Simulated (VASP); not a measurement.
# Sn (Immm) in VASP: a series of runs, part 2 of 2

VASP 6.6.1.

## Step 3: Single point, PBEsol

File INCAR:

```
PREC = Accurate ; ENCUT = 520
EDIFF = 1E-7 ; ISMEAR = 1
SIGMA = 0.15 ; LREAL = False
LASPH = True ; NELM = 60
ALGO = Normal ; ISIF = 2
LWAVE = False ; LCHARG = False
GGA = PS ; NBANDS = 13
```

File KPOINTS:

```
regular mesh
0
Gamma
  14 14 14
```

File POSCAR:

```
Sn
1.0
   -1.7207838700      1.7696285100      2.3540092393
    1.7207838700     -1.7696285100      2.3540092393
    1.7207838700      1.7696285100     -2.3540092393
Sn
1
Direct
    0.0000000000      0.0000000000      0.0000000000
```

Potentials or basis: VASP PAW PBE potentials, release 64 (Sn_d).

On the command line:

```
> cat potpaw_PBE.64/Sn_d/POTCAR > POTCAR
> mpirun -np 1 vasp_std > vasp.out
```

It took 70 s on 1 thread of AMD EPYC 9R45 (Zen 5), shared host; peak memory 0.24 GiB.

Results (log left out):

| Item | Value |
| --- | --- |
| Free energy | -4.2068 eV |
| Pressure | -3.5 GPa |
| Band gap on the k mesh | zero (bands 7 and 8 overlap by 8.87 eV) |

Stress tensor (GPa, compression positive):
```
-3.31  0.00  0.00
 0.00 -3.44  0.00
 0.00  0.00 -3.83
```

Levels at points of the mesh, in eV from the Fermi level:
```csv
k point,band 3,band 4,band 5,band 6,band 7,band 8,band 9,band 10,band 11,band 12
"(0.00, 0.00, 0.00)",-21.44,-21.40,-21.38,-10.80,6.97,7.14,7.53,10.58,11.11,11.57
"(0.50, 0.00, 0.00)",-21.44,-21.34,-21.32,-6.88,-4.43,5.28,5.89,9.73,10.02,10.26
"(0.00, 0.50, 0.00)",-21.43,-21.32,-21.32,-6.63,-4.37,4.86,5.61,9.24,9.70,9.95
"(0.50, 0.50, 0.00)",-21.33,-21.32,-21.30,-5.21,-3.58,2.01,2.32,5.43,5.85,19.23
"(0.50, 0.50, 0.50)",-21.33,-21.30,-21.30,-4.58,-3.17,1.26,1.90,4.66,5.50,19.25
```

Caveat: the cell stands under tension; the PAW data sets were made with another functional, which shifts forces and pressure a little; spin-orbit coupling is left out, which moves the levels of the heavy elements.

## Step 4: Single point, PBEsol

File INCAR:

```
PREC = Accurate
ENCUT = 520
EDIFF = 1E-6
ISMEAR = 1
SIGMA = 0.15
LREAL = False
LASPH = True
NELM = 60
ALGO = Normal
ISIF = 2
LWAVE = False
LCHARG = False
GGA = PS
NBANDS = 13
```

File KPOINTS:

```
Automatic mesh
0
Gamma
  14 14 14
```

File POSCAR:

```
Sn
1.0
   -1.7265390000      1.7755470000      2.3383420000
    1.7265390000     -1.7755470000      2.3383420000
    1.7265390000      1.7755470000     -2.3383420000
Sn
1
Direct
    0.0000000000      0.0000000000      0.0000000000
```

On the command line:

```
> cat potpaw_PBE.64/Sn_d/POTCAR > POTCAR
> mpirun -np 1 vasp_std > vasp.out
```

Wall time 65 s (1 thread of AMD EPYC 9R45 (Zen 5), shared host); peak memory 0.24 GiB.

The run converged. Its results:

```yaml
Free_energy: -4.2074 eV
Pressure: -3.5 GPa
Band_gap_on_the_k_mesh: zero (bands 7 and 8 overlap by 8.89 eV)
```

Stress tensor (GPa, compression positive):
```
-3.18  0.00  0.00
 0.00 -3.49  0.00
 0.00  0.00 -3.89
```

Levels at points of the mesh, in eV from the Fermi level:
| k point | band 3 | band 4 | band 5 | band 6 | band 7 | band 8 | band 9 | band 10 | band 11 | band 12 |
| --- | --- | --- | --- | --- | --- | --- | --- | --- | --- | --- |
| (0.00, 0.00, 0.00) | -21.43 | -21.40 | -21.37 | -10.80 | 6.99 | 7.13 | 7.53 | 10.60 | 11.11 | 11.61 |
| (0.50, 0.00, 0.00) | -21.44 | -21.33 | -21.31 | -6.88 | -4.42 | 5.21 | 5.96 | 9.66 | 10.06 | 10.19 |
| (0.00, 0.50, 0.00) | -21.43 | -21.32 | -21.32 | -6.63 | -4.36 | 4.79 | 5.66 | 9.17 | 9.63 | 10.01 |
| (0.50, 0.50, 0.00) | -21.33 | -21.32 | -21.29 | -5.25 | -3.60 | 2.03 | 2.41 | 5.48 | 5.90 | 19.09 |
| (0.50, 0.50, 0.50) | -21.33 | -21.30 | -21.30 | -4.49 | -3.10 | 1.18 | 1.82 | 4.58 | 5.43 | 19.16 |

Caveat: the cell stands under tension; the PAW data sets were made with another functional, which shifts forces and pressure a little; spin-orbit coupling is left out, which moves the levels of the heavy elements.

## Step 5: Single point, PBEsol

Changes to INCAR since step 4:

```diff
@@ -7,3 +7,3 @@
 LASPH = True
-NELM = 60
+NELM = 80
 ALGO = Normal
```

File KPOINTS:

```
regular mesh
0
Gamma
  14 14 14
```

File POSCAR:

```
Sn
1.0
   -1.7322941300      1.7814654900      2.3228306531
    1.7322941300     -1.7814654900      2.3228306531
    1.7322941300      1.7814654900     -2.3228306531
Sn
1
Direct
    0.0000000000      0.0000000000      0.0000000000
```

On the command line:

```
> cat potpaw_PBE.64/Sn_d/POTCAR > POTCAR
> mpirun -np 1 vasp_std > vasp.out
```

Run time: 67 s. Hardware: 1 thread of AMD EPYC 9R45 (Zen 5), shared host; peak memory 0.24 GiB.

Results (log left out):

```yaml
Free_energy: -4.2081 eV
Pressure: -3.6 GPa
Band_gap_on_the_k_mesh: zero (bands 7 and 8 overlap by 8.92 eV)
```

Stress tensor (GPa, compression positive):
```
-3.13  0.00  0.00
 0.00 -3.62  0.00
 0.00  0.00 -3.90
```

Levels at points of the mesh, in eV from the Fermi level:
```csv
k point,band 4,band 5,band 6,band 7,band 8,band 9,band 10,band 11
"(0.00, 0.00, 0.00)",-21.40,-21.36,-10.80,7.01,7.13,7.54,10.62,11.12
"(0.50, 0.00, 0.00)",-21.33,-21.31,-6.87,-4.42,5.14,6.02,9.59,10.11
"(0.00, 0.50, 0.00)",-21.32,-21.31,-6.62,-4.35,4.72,5.69,9.10,9.56
"(0.50, 0.50, 0.00)",-21.31,-21.29,-5.29,-3.62,2.06,2.49,5.54,5.95
"(0.50, 0.50, 0.50)",-21.30,-21.30,-4.40,-3.03,1.11,1.74,4.51,5.37
```

Caveat: the cell stands under tension; the PAW data sets were made with another functional, which shifts forces and pressure a little; spin-orbit coupling is left out, which moves the levels of the heavy elements.

## Step 6: Single point, PBEsol

File INCAR:

```
PREC = Accurate
ENCUT = 520
EDIFF = 1E-6
ISMEAR = 1
SIGMA = 0.15
LREAL = F
LASPH = T
NELM = 100
ALGO = Normal
ISIF = 2
LWAVE = F
LCHARG = F
GGA = PS
NBANDS = 13
```

File KPOINTS:

```
Automatic mesh
0
Gamma
  14 14 14
```

File POSCAR:

```
Sn
1.0
   -1.7380492600      1.7873839800      2.3074731371
    1.7380492600     -1.7873839800      2.3074731371
    1.7380492600      1.7873839800     -2.3074731371
Sn
1
Direct
    0.0000000000      0.0000000000      0.0000000000
```

Potentials or basis: VASP PAW PBE potentials, release 64 (Sn_d).

On the command line:

```
> cat potpaw_PBE.64/Sn_d/POTCAR > POTCAR
> mpirun -np 1 vasp_std > vasp.out
```

It took 64 s on 1 thread of AMD EPYC 9R45 (Zen 5), shared host; peak memory 0.24 GiB.

The run converged. Its results:

| Quantity | Value |
| --- | --- |
| Free energy | -4.2087 eV |
| Pressure | -3.6 GPa |
| Band gap on the k mesh | zero (bands 7 and 8 overlap by 8.94 eV) |

Stress tensor (GPa, compression positive):
```
-3.11  0.00  0.00
 0.00 -3.74  0.00
 0.00  0.00 -3.87
```

Levels at points of the mesh, in eV from the Fermi level:
```csv
k point,band 4,band 5,band 6,band 7,band 8,band 9,band 10,band 11
"(0.00, 0.00, 0.00)",-21.40,-21.36,-10.79,7.03,7.12,7.55,10.64,11.12
"(0.50, 0.00, 0.00)",-21.33,-21.30,-6.86,-4.41,5.07,6.07,9.52,10.04
"(0.00, 0.50, 0.00)",-21.32,-21.31,-6.61,-4.35,4.66,5.73,9.03,9.49
"(0.50, 0.50, 0.00)",-21.31,-21.28,-5.33,-3.64,2.08,2.58,5.60,6.00
"(0.50, 0.50, 0.50)",-21.29,-21.29,-4.31,-2.96,1.04,1.67,4.45,5.31
```

Caveat: the cell stands under tension; the PAW data sets were made with another functional, which shifts forces and pressure a little; spin-orbit coupling is left out, which moves the levels of the heavy elements.

## Step 7: Single point, PBEsol

File INCAR:

```
SYSTEM = Sn
PREC = Accurate ; ENCUT = 520
EDIFF = 1E-7 ; ISMEAR = 1
SIGMA = 0.15 ; LREAL = .False.
LASPH = .True. ; NELM = 80
ALGO = Normal ; ISIF = 2
LWAVE = .False. ; LCHARG = .False.
GGA = PS ; NBANDS = 13
```

File KPOINTS:

```
Automatic mesh
0
Gamma
  14 14 14
  0 0 0
```

File POSCAR:

```
Sn
1.0
   -1.7438043900      1.7933024700      2.2922674248
    1.7438043900     -1.7933024700      2.2922674248
    1.7438043900      1.7933024700     -2.2922674248
Sn
1
Direct
    0.0000000000      0.0000000000      0.0000000000
```

On the command line:

```
> cat potpaw_PBE.64/Sn_d/POTCAR > POTCAR
> mpirun -np 1 vasp_std > vasp.out
```

Run time: 74 s. Hardware: 1 thread of AMD EPYC 9R45 (Zen 5), shared host; peak memory 0.24 GiB.

Results (log left out):

```yaml
Free_energy: -4.2092 eV
Pressure: -3.6 GPa
Band_gap_on_the_k_mesh: zero (bands 7 and 8 overlap by 8.96 eV)
```

Stress tensor (GPa, compression positive):
```
-3.14  0.00  0.00
 0.00 -3.87  0.00
 0.00  0.00 -3.90
```

Levels at points of the mesh, in eV from the Fermi level:
| k point | band 4 | band 5 | band 6 | band 7 | band 8 | band 9 | band 10 | band 11 |
| --- | --- | --- | --- | --- | --- | --- | --- | --- |
| (0.00, 0.00, 0.00) | -21.40 | -21.35 | -10.79 | 7.04 | 7.12 | 7.56 | 10.66 | 11.13 |
| (0.50, 0.00, 0.00) | -21.33 | -21.30 | -6.85 | -4.41 | 5.00 | 6.11 | 9.44 | 9.96 |
| (0.00, 0.50, 0.00) | -21.31 | -21.30 | -6.61 | -4.34 | 4.59 | 5.75 | 8.96 | 9.42 |
| (0.50, 0.50, 0.00) | -21.31 | -21.28 | -5.37 | -3.66 | 2.11 | 2.66 | 5.66 | 6.05 |
| (0.50, 0.50, 0.50) | -21.29 | -21.29 | -4.22 | -2.89 | 0.97 | 1.59 | 4.38 | 5.25 |

Caveat: the cell stands under tension; the PAW data sets were made with another functional, which shifts forces and pressure a little; spin-orbit coupling is left out, which moves the levels of the heavy elements.

## Step 8: The runs side by side

| cell | gap on the mesh (eV) | pressure (GPa) |
| --- | --- | --- |
| a = 3.416 Å, angles 119.7, 117.8, 92.1°, 1 atom | none | -3.5 |
| a = 3.411 Å, angles 119.4, 117.5, 92.7°, 1 atom | none | -3.5 |
| a = 3.406 Å, angles 119.1, 117.2, 93.3°, 1 atom | none | -3.5 |
| a = 3.401 Å, angles 118.8, 116.8, 93.9°, 1 atom | none | -3.6 |
| a = 3.397 Å, angles 118.5, 116.5, 94.4°, 1 atom | none | -3.6 |
| a = 3.393 Å, angles 118.1, 116.2, 95.0°, 1 atom | none | -3.6 |

Alike in all rows: task single point; level PBEsol; potentials or basis VASP PAW PBE potentials, release 64 (Sn_d); no spin polarisation; k mesh 14 × 14 × 14; cutoff (eV) 520; smearing methfessel-paxton 0.15 eV.

Caveats: the cell stands under tension; the PAW data sets were made with another functional, which shifts forces and pressure a little; spin-orbit coupling is left out, which moves the levels of the heavy elements.

Total energies depend on the potentials used, so only differences within one code and one set of settings carry meaning.
